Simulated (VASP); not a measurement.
# AlRu in VASP: a series of runs

AlRu is run at these levels: PBE; tasks: single point.

Program: VASP 6.6.1. These are calculated values, not measurements. Logs are shortened: lines on timing, memory, paths and dates and some standing lists are left out, and cuts for length are marked.

## Step 1: The cell of the first run

The cell holds a slab with vacuum, 4 atoms: a = 3.004 Å, b = 4.249 Å, c = 18.124 Å, α = 90.00°, β = 90.00°, γ = 90.00°.

## Step 2: Single point, PBE

Contents of INCAR:

```
SYSTEM = AlRu
PREC = Accurate
ENCUT = 520
EDIFF = 1E-7
ISMEAR = -1
SIGMA = 0.1
LREAL = .False.
LASPH = .True.
NELM = 60
ALGO = Normal
ISIF = 2
LWAVE = .False.
LCHARG = .False.
LDIPOL = .True.
IDIPOL = 3
DIPOL = 0.5 0.5 0.500
GGA = PE
NBANDS = 25
```

Contents of KPOINTS:

```
regular mesh
0
Gamma
  12 9 1
  0 0 0
```

Contents of POSCAR:

```
AlRu
1.0
    3.0043569641      0.0000000000      0.0000000000
    0.0000000000      4.2488023649      0.0000000000
    0.0000000000      0.0000000000     18.1244000000
Ru Al
2 2
Direct
    0.7500000000      0.0000000000      0.4413938894
    0.7500000000      0.5000000000      0.5586061106
    0.2500000000      0.5000000000      0.4413938894
    0.2500000000      0.0000000000      0.5586061106
```

Potentials or basis: VASP PAW PBE potentials, release 64 (Ru_pv, Al).

Started as:

```
$ cat potpaw_PBE.64/Ru_pv/POTCAR potpaw_PBE.64/Al/POTCAR > POTCAR
$ mpirun -np 1 vasp_std > vasp.out
```

OUTCAR:

```text
SYSTEM = AlRu
   PREC = Accurate
   ENCUT = 520
   EDIFF = 1E-7
   ISMEAR = -1
   LREAL = .False.
   LASPH = .True.
   NELM = 60
   ISIF = 2
   GGA = PE

 ion  position               nearest neighbor table
   1  0.750  0.000  0.441-   4 2.60   4 2.60   3 2.60   3 2.60   3 2.60   3 2.60   2 3.00   2 3.00

   2  0.750  0.500  0.559-   3 2.60   3 2.60   4 2.60   4 2.60   4 2.60   4 2.60   1 3.00   1 3.00

   3  0.250  0.500  0.441-   2 2.60   2 2.60   1 2.60   1 2.60   1 2.60   1 2.60   4 3.00   4 3.00

   4  0.250  0.000  0.559-   1 2.60   1 2.60   2 2.60   2 2.60   2 2.60   2 2.60   3 3.00   3 3.00

  LATTYP: Found a simple orthorhombic cell.
 ALAT       =     3.0043569641
 B/A-ratio  =     1.4142135624
 C/A-ratio  =     6.0327052399

  Lattice vectors:

 A1 = (   3.0043569641,   0.0000000000,   0.0000000000)
 A2 = (   0.0000000000,   4.2488023649,   0.0000000000)
 A3 = (   0.0000000000,   0.0000000000,  18.1244000000)

Analysis of symmetry for initial positions (statically):
=====================================================================
 Subroutine PRICEL returns:
 Original cell was already a primitive cell.

 Routine SETGRP: Setting up the symmetry group for a
 simple orthorhombic supercell.

 Subroutine GETGRP returns: Found  8 space group operations
 (whereof  2 operations were pure point group operations)
 out of a pool of  8 trial point group operations.

The static configuration has the point symmetry C_1h.
 The point group associated with its full space group is D_2h.

Analysis of symmetry for dynamics (positions and initial velocities):
=====================================================================
 Subroutine PRICEL returns:
 Original cell was already a primitive cell.

 Routine SETGRP: Setting up the symmetry group for a
 simple orthorhombic supercell.

 Subroutine GETGRP returns: Found  8 space group operations
 (whereof  2 operations were pure point group operations)
 out of a pool of  8 trial point group operations.

The dynamic configuration has the point symmetry C_1h.
 The point group associated with its full space group is D_2h.

 Subroutine INISYM returns: Found  8 space group operations
 (whereof  2 operations are pure point group operations),
 and found     1 'primitive' translations

[... 98 lines left out ...]
   EDIFF  = 0.1E-06   stopping-criterion for ELM
   LREAL  =      F    real-space projection
   EDIFFG = 0.1E-05   stopping-criterion for IOM
   NSW    =      0    number of steps for IOM
   IBRION =     -1    ionic relax: 0-MD 1-quasi-New 2-CG
   NFREE  =      0    steps in history (QN), initial steepest desc. (CG)
   ISIF   =      2    stress and relaxation
   ISYM   =      2    0-nonsym 1-usesym 2-fastsym
   POTIM  = 0.5000    time-step for ionic-motion
   TEBEG  =    0.0;   TEEND  =   0.0 temperature during run
   PSTRESS=    0.0 pullay stress
   NELECT =      34.0000    total number of electrons
   NUPDOWN=      -1.0000    fix difference up-down
   EMIN   =  10.00;   EMAX   =-10.00  energy-range for DOS
   EFERMI =   0.00;   METHOD = LEGACY
   ISMEAR =    -1;   SIGMA  =   0.10  broadening in eV -4-tet -1-fermi 0-gaus
   EFERMI_NEDOS =   21; number of points for ismear=-14 and -15
   IALGO  =     38    algorithm
   IMIX   =      4    mixing-type and parameters
     AMIX     =   0.40;   BMIX     =  1.00
     AMIX_MAG =   1.60;   BMIX_MAG =  1.00
  volume/ion in A,a.u.               =      57.84       390.32
  Fermi-wavevector in a.u.,A,eV,Ry     =   0.863921  1.632573 10.154831  0.746359
  Thomas-Fermi vector in A             =   1.981942
   LORBIT       =      0    0 simple, 1 ext, 2 COOP (PROOUT), +10 PAW based schemes
   GGA     = PE    functional components
   LHFCALC =     F    Hartree Fock is set to
   AEXX    =    0.0000 exact exchange contribution
   IVDW    =     0    specifies the selected vdW correction
   LEPSILON=     F    determine dielectric tensor
   LRPA    =     F    only Hartree local field effects (RPA)
 non-spin polarized calculation
  energy-cutoff  :      520.00
  volume of cell :      231.36
 maximum number of plane-waves:      6271
 NGX is ok and might be reduce to    24
   NGX = 11   NGY = 15   NGZ = 67

 dipolmoment           0.000000      0.000000     -0.000000 electrons x Angstroem

 number of electron      33.9999998 magnetization

 dipolmoment           0.000000      0.000000      0.000000 electrons x Angstroem

 Free energy of the ion-electron system (eV)
  ---------------------------------------------------
  ext. energy  EPLUGINS =         0.00000000
  ---------------------------------------------------
  free energy    TOTEN  =       -24.84819511 eV

  energy without entropy =      -24.65967439  energy(sigma->0) =      -24.75393475

 E-fermi :  -1.0009     XC(G=0):  -4.0469

 val. band max:       -1.0035755944   @ k =   0.3333   0.0000   0.0000
 cond. band min:      -0.9978953692   @ k =   0.0833   0.0000   0.0000
 fundamental gap:      0.0056802252
 Fermi energy:        -1.0009436877

 k-point     1 :       0.0000    0.0000    0.0000
  band No.  band energies     occupation
      1     -42.8778      2.00000
      2     -42.8061      2.00000
      3     -42.7935      2.00000
      4     -42.7910      2.00000
      5     -42.7765      2.00000
      6     -42.7191      2.00000
[... 661 lines left out ...]
     24       4.8254      0.00000
     25       5.3847      0.00000

 [... further k-points ...]

------------------------ aborting loop because EDIFF is reached ----------------------------------------

 vacuum level on the upper side and lower side of the slab       (xc-potential included)        -0.057        -0.057

  FORCE on cell =-STRESS in cart. coord.  units (eV):
  Direction    XX          YY          ZZ          XY          YZ          ZX
  --------------------------------------------------------------------------------------
  -------------------------------------------------------------------------------------
  Total       -4.8735520     -5.0252038     -0.8988744      0.0000000      0.0000000      0.0000000
  in kB      -33.7500552    -34.8002661     -6.2248357      0.0000000      0.0000000      0.0000000
  external PRESSURE =     -24.9250523 kB  Pullay stress =       0.0000000 kB

 VOLUME and BASIS-vectors are now :
 -----------------------------------------------------------------------------
  energy-cutoff  :      520.00
  volume of cell :      231.36
      direct lattice vectors                 reciprocal lattice vectors
     3.004356964  0.000000000  0.000000000     0.332849928  0.000000000  0.000000000
     0.000000000  4.248802365  0.000000000     0.000000000  0.235360441  0.000000000
     0.000000000  0.000000000 18.124400000     0.000000000  0.000000000  0.055174240

 POSITION                                       TOTAL-FORCE (eV/Angst)
 -----------------------------------------------------------------------------------
      2.25327      0.00000      8.00000         0.000000     -0.000000      0.318807
      2.25327      2.12440     10.12440         0.000000     -0.000000     -0.318807
      0.75109      2.12440      8.00000         0.000000      0.000000      0.093562
      0.75109      0.00000     10.12440         0.000000      0.000000     -0.093562
 -----------------------------------------------------------------------------------
    total drift:                                0.000000      0.000000      0.000000

  FREE ENERGIE OF THE ION-ELECTRON SYSTEM (eV)
  ---------------------------------------------------
  free  energy   TOTEN  =       -24.8481951092 eV

  energy  without entropy=      -24.6596743906  energy(sigma->0) =      -24.75393475

 vacuum level on the upper side and lower side of the slab         3.666         3.666
```

Run time: 5.8 min. Hardware: 1 thread of Intel Xeon 8259CL, shared host; peak memory 0.43 GiB.

Results:

| Quantity | Value |
| --- | --- |
| Free energy | -24.8482 eV |
| Largest force | 0.319 eV/Å |
| Band gap on the k mesh | zero (bands 17 and 18 overlap by 0.90 eV) |

Forces on the atoms (eV/Å):
```
Ru   0.000  0.000  0.319
Ru   0.000  0.000 -0.319
Al   0.000  0.000  0.094
Al   0.000  0.000 -0.094
```

## Step 3: Single point, PBE

Contents of INCAR:

```
ALGO = Normal ; DIPOL = 0.5 0.5 0.500
EDIFF = 1E-6 ; ENCUT = 520
GGA = PE ; IDIPOL = 3
ISIF = 2 ; ISMEAR = -1
LASPH = T ; LCHARG = T
LDIPOL = T ; LELF = T
LREAL = F ; LVACPOTAV = T
LVHAR = T ; LWAVE = F
NBANDS = 25 ; NELM = 100
PREC = Accurate ; SIGMA = 0.1
```

Contents of KPOINTS:

```
k-points
0
Gamma
  12 9 1
```

Contents of POSCAR:

```
AlRu
1.0
    3.0043569641      0.0000000000      0.0000000000
    0.0000000000      4.2488023649      0.0000000000
    0.0000000000      0.0000000000     18.1244000000
Ru Al
2 2
Direct
    0.7500000000      0.0000000000      0.4433292536
    0.7500000000      0.5000000000      0.5566707529
    0.2500000000      0.5000000000      0.4409630160
    0.2500000000      0.0000000000      0.5590369775
```

Potentials or basis: VASP PAW PBE potentials, release 64 (Ru_pv, Al).

Started as:

```
$ cat potpaw_PBE.64/Ru_pv/POTCAR potpaw_PBE.64/Al/POTCAR > POTCAR
$ mpirun -np 1 vasp_std > vasp.out
```

OUTCAR:

```text
EDIFF = 1E-6
   ENCUT = 520
   GGA = PE
   ISIF = 2
   ISMEAR = -1
   LASPH = T
   LREAL = F
   NELM = 100
   PREC = Accurate

 ion  position               nearest neighbor table
   1  0.750  0.000  0.443-   4 2.58   4 2.58   3 2.60   3 2.60   3 2.60   3 2.60   2 2.96   2 2.96

   2  0.750  0.500  0.557-   3 2.58   3 2.58   4 2.60   4 2.60   4 2.60   4 2.60   1 2.96   1 2.96

   3  0.250  0.500  0.441-   2 2.58   2 2.58   1 2.60   1 2.60   1 2.60   1 2.60   4 3.02   4 3.02

   4  0.250  0.000  0.559-   1 2.58   1 2.58   2 2.60   2 2.60   2 2.60   2 2.60   3 3.02   3 3.02

  LATTYP: Found a simple orthorhombic cell.
 ALAT       =     3.0043569641
 B/A-ratio  =     1.4142135624
 C/A-ratio  =     6.0327052399

  Lattice vectors:

 A1 = (   3.0043569641,   0.0000000000,   0.0000000000)
 A2 = (   0.0000000000,   4.2488023649,   0.0000000000)
 A3 = (   0.0000000000,   0.0000000000,  18.1244000000)

Analysis of symmetry for initial positions (statically):
=====================================================================
 Subroutine PRICEL returns:
 Original cell was already a primitive cell.

 Routine SETGRP: Setting up the symmetry group for a
 simple orthorhombic supercell.

 Subroutine GETGRP returns: Found  8 space group operations
 (whereof  2 operations were pure point group operations)
 out of a pool of  8 trial point group operations.

The static configuration has the point symmetry C_1h.
 The point group associated with its full space group is D_2h.

Analysis of symmetry for dynamics (positions and initial velocities):
=====================================================================
 Subroutine PRICEL returns:
 Original cell was already a primitive cell.

 Routine SETGRP: Setting up the symmetry group for a
 simple orthorhombic supercell.

 Subroutine GETGRP returns: Found  8 space group operations
 (whereof  2 operations were pure point group operations)
 out of a pool of  8 trial point group operations.

The dynamic configuration has the point symmetry C_1h.
 The point group associated with its full space group is D_2h.

[... 119 lines left out ...]
   IALGO  =     38    algorithm
   IMIX   =      4    mixing-type and parameters
     AMIX     =   0.40;   BMIX     =  1.00
     AMIX_MAG =   1.60;   BMIX_MAG =  1.00
  volume/ion in A,a.u.               =      57.84       390.32
  Fermi-wavevector in a.u.,A,eV,Ry     =   0.863921  1.632573 10.154831  0.746359
  Thomas-Fermi vector in A             =   1.981942
   LORBIT       =      0    0 simple, 1 ext, 2 COOP (PROOUT), +10 PAW based schemes
   GGA     = PE    functional components
   LHFCALC =     F    Hartree Fock is set to
   AEXX    =    0.0000 exact exchange contribution
   IVDW    =     0    specifies the selected vdW correction
   LEPSILON=     F    determine dielectric tensor
   LRPA    =     F    only Hartree local field effects (RPA)
 non-spin polarized calculation
  energy-cutoff  :      520.00
  volume of cell :      231.36
 maximum number of plane-waves:      6271
 NGX is ok and might be reduce to    24
   NGX = 11   NGY = 15   NGZ = 67

 number of electron      33.9999996 magnetization

 dipolmoment           0.000000      0.000000      0.000001 electrons x Angstroem

 Free energy of the ion-electron system (eV)
  ---------------------------------------------------
  ext. energy  EPLUGINS =         0.00000000
  ---------------------------------------------------
  free energy    TOTEN  =       -24.85829263 eV

  energy without entropy =      -24.66509473  energy(sigma->0) =      -24.76169368

 E-fermi :  -0.9893     XC(G=0):  -4.0402

 val. band max:       -0.9994045059   @ k =   0.0833   0.4444   0.0000
 cond. band min:      -0.9844895427   @ k =   0.0000   0.2222   0.0000
 fundamental gap:      0.0149149631
 Fermi energy:        -0.9893134252

 k-point     1 :       0.0000    0.0000    0.0000
  band No.  band energies     occupation
      1     -42.8696      2.00000
      2     -42.8189      2.00000
      3     -42.7979      2.00000
      4     -42.7773      2.00000
      5     -42.7713      2.00000
      6     -42.7118      2.00000
[... 661 lines left out ...]
     24       4.8230      0.00000
     25       5.4231      0.00000

 [... further k-points ...]
[... 5 lines left out ...]
  --------------------------------------------------------------------------------------
  -------------------------------------------------------------------------------------
  Total       -4.6697488     -4.5295338     -0.0143453     -0.0000000      0.0000000     -0.0000000
  in kB      -32.3386885    -31.3676794     -0.0993435     -0.0000000      0.0000000     -0.0000000
  external PRESSURE =     -21.2685704 kB  Pullay stress =       0.0000000 kB

 VOLUME and BASIS-vectors are now :
 -----------------------------------------------------------------------------
  energy-cutoff  :      520.00
  volume of cell :      231.36
      direct lattice vectors                 reciprocal lattice vectors
     3.004356964  0.000000000  0.000000000     0.332849928  0.000000000  0.000000000
     0.000000000  4.248802365  0.000000000     0.000000000  0.235360441  0.000000000
     0.000000000  0.000000000 18.124400000     0.000000000  0.000000000  0.055174240

 POSITION                                       TOTAL-FORCE (eV/Angst)
 -----------------------------------------------------------------------------------
      2.25327      0.00000      8.03508         0.000000     -0.000000     -0.006523
      2.25327      2.12440     10.08932         0.000000      0.000000      0.006523
      0.75109      2.12440      7.99219         0.000000      0.000000      0.001666
      0.75109      0.00000     10.13221         0.000000      0.000000     -0.001666
 -----------------------------------------------------------------------------------
    total drift:                                0.000000      0.000000      0.000059

  FREE ENERGIE OF THE ION-ELECTRON SYSTEM (eV)
  ---------------------------------------------------
  free  energy   TOTEN  =       -24.8582926257 eV

  energy  without entropy=      -24.6650947318  energy(sigma->0) =      -24.76169368

 vacuum level on the upper side and lower side of the slab         3.712         3.712
```

Run time: 6.8 min. Hardware: 1 thread of Intel Xeon 8259CL, shared host; peak memory 0.43 GiB.

What came out:

```
Free energy            : -24.8583 eV
Largest force          : 0.007 eV/Å
Band gap on the k mesh : zero (bands 17 and 18 overlap by 0.99 eV)
```

Forces on the atoms (eV/Å):
```
Ru   0.000  0.000 -0.007
Ru   0.000  0.000  0.007
Al   0.000  0.000  0.002
Al   0.000  0.000 -0.002
```

## Step 4: Single point, PBE

Contents of INCAR:

```
SYSTEM = AlRu
ALGO = Normal
DIPOL = 0.5 0.5 0.500
EDIFF = 1E-6
ENCUT = 520
GGA = PE
IDIPOL = 3
ISIF = 2
ISMEAR = -1
LASPH = .True.
LCHARG = .False.
LDIPOL = .True.
LREAL = .False.
LWAVE = .False.
NBANDS = 25
NELM = 80
PREC = Accurate
SIGMA = 0.1
```

Contents of KPOINTS:

```
k-points
0
Gamma
  12 9 1
  0 0 0
```

POSCAR is that of step 3.

Started as:

```
$ cat potpaw_PBE.64/Ru_pv/POTCAR potpaw_PBE.64/Al/POTCAR > POTCAR
$ mpirun -np 1 vasp_std > vasp.out
```

It took 6.7 min on 1 thread of Intel Xeon 8259CL, shared host; peak memory 0.43 GiB.

The run converged. Its results:

```yaml
Free_energy: -24.8583 eV
Largest_force: 0.007 eV/Å
Band_gap_on_the_k_mesh: zero (bands 17 and 18 overlap by 0.99 eV)
```

Forces in eV/Å, atoms in the order of the input:
```
Ru   0.000  0.000 -0.007
Ru   0.000  0.000  0.007
Al   0.000  0.000  0.002
Al   0.000  0.000 -0.002
```

Levels at points of the mesh, in eV from the Fermi level:
```
           k point  band 13  band 14  band 15  band 16  band 17  band 18  band 19  band 20  band 21  band 22
(0.00, 0.00, 0.00)    -0.83    -0.78    -0.67    -0.37    -0.26    -0.08     0.08     0.55     4.29     4.29
(0.50, 0.00, 0.00)    -1.90    -1.82    -0.10     0.32     0.35     0.78     2.34     2.94     4.25     5.12
```
